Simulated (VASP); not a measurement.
# Sr8H11I4 (a cell with a defect) in VASP: single point with PBEsol

Aim: the single point of Sr8H11I4 (a cell with a defect) with PBEsol.

Program: VASP 6.6.1. These are calculated values, not measurements. Logs are shortened: lines on timing, memory, paths and dates and some standing lists are left out, and cuts for length are marked.

**1. The cell of the first run**

The cell holds a defect, 23 atoms: a = 7.525 Å, b = 8.350 Å, c = 8.350 Å, α = 120.00°, β = 90.00°, γ = 90.00°.

**2. Single point, PBEsol**

Input file INCAR:

```
SYSTEM = Sr8H11I4
PREC = Accurate
ENCUT = 520
EDIFF = 1E-6
ISMEAR = 0
SIGMA = 0.05
LREAL = Auto
LASPH = .True.
NELM = 60
ALGO = Normal
ISIF = 2
LWAVE = .False.
LCHARG = .False.
GGA = PS
NBANDS = 76
NELECT = 118.0
```

Input file KPOINTS:

```
Automatic mesh
0
Gamma
  4 3 3
  0 0 0
```

Input file POSCAR:

```
Sr8H11I4
1.0
    0.0000000000      0.0000000000     -7.5247496071
    4.1747609396      7.2308980567      0.0000000000
    4.1747609395     -7.2308980568      0.0000000000
Sr H I
8 11 4
Direct
    0.3218564240      0.3395282386      0.6604717759
    0.3218564240      0.3395283362      0.1790565676
    0.3218564240      0.8209434469      0.6604716783
    0.3076418646      0.8333333610      0.1666666535
    0.6922373862      0.1713747206      0.3356873676
    0.6900282762      0.1666666535      0.8333333610
    0.6922373862      0.6643126543      0.3356873602
    0.6922373862      0.6643126468      0.8286252939
    0.4682833561      0.0361578186     -0.0361578186
    0.4903934606      0.5000000072      0.5000000072
    0.4682833561      0.4276844285     -0.0361578181
    0.6489099644      0.3356253347      0.6643746797
    0.6489099644      0.3356252866      0.1712506832
    0.6489099644      0.8287493313      0.6643747279
    0.6310720287      0.8333333610      0.1666666535
    0.3720527787      0.1580966816      0.3290483380
    0.4682833561      0.0361578293      0.5723155748
    0.3720527787      0.6709516636      0.3290483508
    0.3720527787      0.6709516765      0.8419033328
    1.0035416983      0.0014279653      0.5028559998
    1.0035416983      0.0014280384     -0.0014280384
    1.0042803275      0.5000000072      0.5000000072
    1.0035416983      0.4971438838     -0.0014280739
```

Potentials or basis: VASP PAW PBE potentials, release 64 (Sr_sv, H, I).

The run is started by

```bash
$ cat potpaw_PBE.64/Sr_sv/POTCAR potpaw_PBE.64/H/POTCAR potpaw_PBE.64/I/POTCAR > POTCAR
$ mpirun -np 1 vasp_std > vasp.out
```

OUTCAR:

```text
SYSTEM = Sr8H11I4
   PREC = Accurate
   ENCUT = 520
   EDIFF = 1E-6
   ISMEAR = 0
   LREAL = Auto
   LASPH = .True.
   NELM = 60
   ISIF = 2
   GGA = PS
   NELECT = 118.0

 ion  position               nearest neighbor table
   1  0.322  0.340  0.660-  19 2.43  16 2.43  12 2.46  11 2.51  17 2.51  10 2.64  22 3.33  23 3.42
                            20 3.42   8 3.64   5 3.64   6 3.73   3 4.02   2 4.02   4 4.18   4 4.18
   2  0.322  0.340  0.179-  18 2.43  16 2.43  13 2.46  11 2.51   9 2.51  10 2.64  22 3.33  23 3.42
                            21 3.42   7 3.64   5 3.64   6 3.73   3 4.02   1 4.02   4 4.18   4 4.18
   3  0.322  0.821  0.660-  18 2.43  19 2.43  14 2.46  17 2.51   9 2.51  10 2.64  22 3.33  20 3.42
                            21 3.42   7 3.64   8 3.64   6 3.73   2 4.02   1 4.02   4 4.18   4 4.18
   4  0.308  0.833  0.167-  16 2.40  19 2.40  18 2.40  15 2.43  20 3.34  21 3.34  23 3.34   5 3.79
                             8 3.79   7 3.79   2 4.18   3 4.18   1 4.18   1 4.18   2 4.18   3 4.18
   5  0.692  0.171  0.336-  13 2.40  12 2.40  16 2.41  15 2.49  10 2.82  22 3.34  20 3.38  21 3.38
                             1 3.64   2 3.64   4 3.79   8 4.12   7 4.12   6 4.17   6 4.17   7 4.23
   6  0.690  0.167  0.833-  14 2.46  13 2.46  12 2.46   9 2.52  11 2.52  17 2.52  21 3.36  23 3.36
                            20 3.36   1 3.73   3 3.73   2 3.73   5 4.17   8 4.17   7 4.17   7 4.17
   7  0.692  0.664  0.336-  13 2.40  14 2.40  18 2.41  15 2.49  10 2.82  22 3.34  20 3.38  23 3.38
                             2 3.64   3 3.64   4 3.79   5 4.12   8 4.12   6 4.17   6 4.17   8 4.23
   8  0.692  0.664  0.829-  14 2.40  12 2.40  19 2.41  15 2.49  10 2.82  22 3.34  21 3.38  23 3.38
                             1 3.64   3 3.64   4 3.79   5 4.12   7 4.12   6 4.17   6 4.17   7 4.23
   9  0.468  0.036  0.964-   3 2.51   2 2.51   6 2.52
  10  0.490  0.500  0.500-   2 2.64   3 2.64   1 2.64   5 2.82   8 2.82   7 2.82
  11  0.468  0.428  0.964-   1 2.51   2 2.51   6 2.52
  12  0.649  0.336  0.664-   8 2.40   5 2.40   1 2.46   6 2.46
  13  0.649  0.336  0.171-   5 2.40   7 2.40   2 2.46   6 2.46
  14  0.649  0.829  0.664-   8 2.40   7 2.40   3 2.46   6 2.46
  15  0.631  0.833  0.167-   4 2.43   5 2.49   8 2.49   7 2.49
  16  0.372  0.158  0.329-   4 2.40   5 2.41   2 2.43   1 2.43
  17  0.468  0.036  0.572-   1 2.51   3 2.51   6 2.52
  18  0.372  0.671  0.329-   4 2.40   7 2.41   2 2.43   3 2.43
  19  0.372  0.671  0.842-   4 2.40   8 2.41   3 2.43   1 2.43
  20  0.004  0.001  0.503-   4 3.34   6 3.36   7 3.38   5 3.38   3 3.42   1 3.42
  21  0.004  0.001  0.999-   4 3.34   6 3.36   8 3.38   5 3.38   3 3.42   2 3.42
  22  0.004  0.500  0.500-   2 3.33   3 3.33   1 3.33   5 3.34   8 3.34   7 3.34
  23  0.004  0.497  0.999-   4 3.34   6 3.36   8 3.38   7 3.38   1 3.42   2 3.42

  LATTYP: Found a hexagonal cell.
 ALAT       =     8.3495218791
 C/A-ratio  =     0.9012192214

  Lattice vectors:

 A1 = (   4.1747609396,   7.2308980567,   0.0000000000)
 A2 = (   4.1747609395,  -7.2308980568,   0.0000000000)
 A3 = (   0.0000000000,   0.0000000000,  -7.5247496071)

Analysis of symmetry for initial positions (statically):
=====================================================================
[... 172 lines left out ...]
     AMIX     =   0.40;   BMIX     =  1.00
     AMIX_MAG =   1.60;   BMIX_MAG =  1.00
  volume/ion in A,a.u.               =      19.75       133.30
  Fermi-wavevector in a.u.,A,eV,Ry     =   1.044528  1.973872 14.844491  1.091039
  Thomas-Fermi vector in A             =   2.179285
   LORBIT       =      0    0 simple, 1 ext, 2 COOP (PROOUT), +10 PAW based schemes
   GGA     = PS    functional components
   LHFCALC =     F    Hartree Fock is set to
   AEXX    =    0.0000 exact exchange contribution
   IVDW    =     0    specifies the selected vdW correction
   LEPSILON=     F    determine dielectric tensor
   LRPA    =     F    only Hartree local field effects (RPA)
 non-spin polarized calculation
 Gauss-broadening in eV      SIGMA  =   0.05
  energy-cutoff  :      520.00
  volume of cell :      454.30
 maximum number of plane-waves:     12264
 NGX is ok and might be reduce to    56
   NGX = 27   NGY = 31   NGZ = 31

 number of electron     118.0000003 magnetization

 Free energy of the ion-electron system (eV)
  ---------------------------------------------------
  ext. energy  EPLUGINS =         0.00000000
  ---------------------------------------------------
  free energy    TOTEN  =       -82.73197439 eV

  energy without entropy =      -82.73197439  energy(sigma->0) =      -82.73197439

 E-fermi :   2.4044     XC(G=0):  -9.0108

 val. band max:        2.1326989175   @ k =   0.0000   0.0000   0.0000
 cond. band min:       4.7926528697   @ k =   0.5000   0.3333   0.3333
 fundamental gap:      2.6599539522
 Fermi energy:         2.4044075381

 k-point     1 :       0.0000    0.0000    0.0000
  band No.  band energies     occupation
      1     -31.6906      2.00000
      2     -31.6733      2.00000
      3     -31.6733      2.00000
      4     -31.6535      2.00000
      5     -31.4796      2.00000
      6     -31.4670      2.00000
[... 729 lines left out ...]
     70       6.7696      0.00000
     71       6.7740      0.00000
 [bands above 71 left out]

------------------------ aborting loop because EDIFF is reached ----------------------------------------

  FORCE on cell =-STRESS in cart. coord.  units (eV):
  Direction    XX          YY          ZZ          XY          YZ          ZX
  --------------------------------------------------------------------------------------
  -------------------------------------------------------------------------------------
  Total       -4.0172272     -4.0172272     -3.8001578      0.0000000     -0.0000000      0.0000000
  in kB      -14.1674300    -14.1674300    -13.4018981      0.0000000     -0.0000000      0.0000000
  external PRESSURE =     -13.9122527 kB  Pullay stress =       0.0000000 kB

 VOLUME and BASIS-vectors are now :
 -----------------------------------------------------------------------------
  energy-cutoff  :      520.00
  volume of cell :      454.30
      direct lattice vectors                 reciprocal lattice vectors
     0.000000000  0.000000000 -7.524749607     0.000000000  0.000000000 -0.132894787
     4.174760940  7.230898057  0.000000000     0.119767337  0.069147704  0.000000000
     4.174760939 -7.230898057  0.000000000     0.119767337 -0.069147704  0.000000000

 POSITION                                       TOTAL-FORCE (eV/Angst)
 -----------------------------------------------------------------------------------
      4.17476     -2.32071     -2.42189        -0.000000     -0.006311      0.013217
      2.16497      1.16035     -2.42189        -0.005466      0.003156      0.013217
      6.18455      1.16035     -2.42189         0.005466      0.003156      0.013217
      4.17476      4.82060     -2.31493         0.000000     -0.000000      0.002536
      2.11686     -1.18813     -5.20891        -0.008226     -0.004749     -0.007203
      4.17476     -4.82060     -5.19229         0.000000     -0.000000     -0.010256
[... 15 lines left out ...]
      4.17476     -0.00000     -0.03221         0.000000     -0.000000     -0.002631
      6.24426     -3.62578     -0.02665        -0.004743     -0.002739     -0.003143
 -----------------------------------------------------------------------------------
    total drift:                               -0.000140     -0.001124     -0.008758

  FREE ENERGIE OF THE ION-ELECTRON SYSTEM (eV)
  ---------------------------------------------------
  free  energy   TOTEN  =       -82.7319743915 eV

  energy  without entropy=      -82.7319743915  energy(sigma->0) =      -82.73197439
```

OSZICAR:

```text
N       E                     dE             d eps       ncg     rms          rms(c)
DAV:   1     0.745516454319E+03    0.74552E+03   -0.53607E+04  1520   0.137E+03
DAV:   2    -0.159244402407E+02   -0.76144E+03   -0.74020E+03  1824   0.309E+02
DAV:   3    -0.839930489918E+02   -0.68069E+02   -0.67751E+02  1960   0.755E+01
[... 11 lines left out ...]
DAV:  15    -0.827320503937E+02    0.74784E-04   -0.72222E-05  1744   0.169E-02    0.269E-01
DAV:  16    -0.827319875393E+02    0.62854E-04   -0.81133E-05  1480   0.191E-02    0.128E-01
DAV:  17    -0.827319761324E+02    0.11407E-04   -0.38406E-05  1520   0.125E-02    0.502E-02
DAV:  18    -0.827319742387E+02    0.18937E-05   -0.67311E-06  1608   0.544E-03    0.107E-02
DAV:  19    -0.827319743915E+02   -0.15278E-06   -0.79853E-07   992   0.244E-03
   1 F= -.82731974E+02 E0= -.82731974E+02  d E =-.117324E-15
```

stdout:

```text
POSCAR found type information on POSCAR SrH I
 POSCAR found :  3 types and      23 ions
 scaLAPACK will be used
 -----------------------------------------------------------------------------
|                                                                             |
|                                                                             |
|     You enforced a specific xc type in the INCAR file but a different       |
|     I HOPE YOU KNOW WHAT YOU ARE DOING!                                     |
|                                                                             |
 -----------------------------------------------------------------------------

 LDA part: xc-table for (Slater+PW92), standard interpolation
 POSCAR, INCAR and KPOINTS ok, starting setup
 FFT: planning ... GRIDC
 FFT: planning ... GRID_SOFT
 FFT: planning ... GRID
 WAVECAR not read
 entering main loop
 the old and the new charge density differ
 old charge density:   119.00000 new  118.00000
    0.507E+01
```

Wall time 9.7 min (1 thread of Intel Xeon Platinum 8488C (Sapphire Rapids), shared host); peak memory 0.62 GiB.

Results:

| Item | Value |
| --- | --- |
| Free energy | -82.7320 eV |
| Largest force | 0.015 eV/Å |

Forces on the atoms (eV/Å):
```
Sr   0.000 -0.006  0.013
Sr  -0.005  0.003  0.013
Sr   0.005  0.003  0.013
Sr   0.000  0.000  0.003
Sr  -0.008 -0.005 -0.007
Sr   0.000  0.000 -0.010
Sr   0.000  0.009 -0.007
Sr   0.008 -0.005 -0.007
H    0.000 -0.004  0.002
H    0.000  0.000 -0.006
H    0.004  0.002  0.002
H    0.000 -0.002 -0.002
H   -0.002  0.001 -0.002
H    0.002  0.001 -0.002
H    0.000  0.000  0.001
H   -0.001 -0.001  0.003
H   -0.004  0.002  0.002
H    0.000  0.001  0.003
H    0.001 -0.001  0.003
I    0.005 -0.003 -0.003
I    0.000  0.005 -0.003
I    0.000  0.000 -0.003
I   -0.005 -0.003 -0.003
```

Caveat: the cell carries a net charge on a neutralising background, which shifts energy and pressure; the cell is charged against a uniform background, so pressure and absolute levels hang on convention; the PAW data sets were made with another functional, which shifts forces and pressure a little; spin-orbit coupling is left out, which moves the levels of the heavy elements.
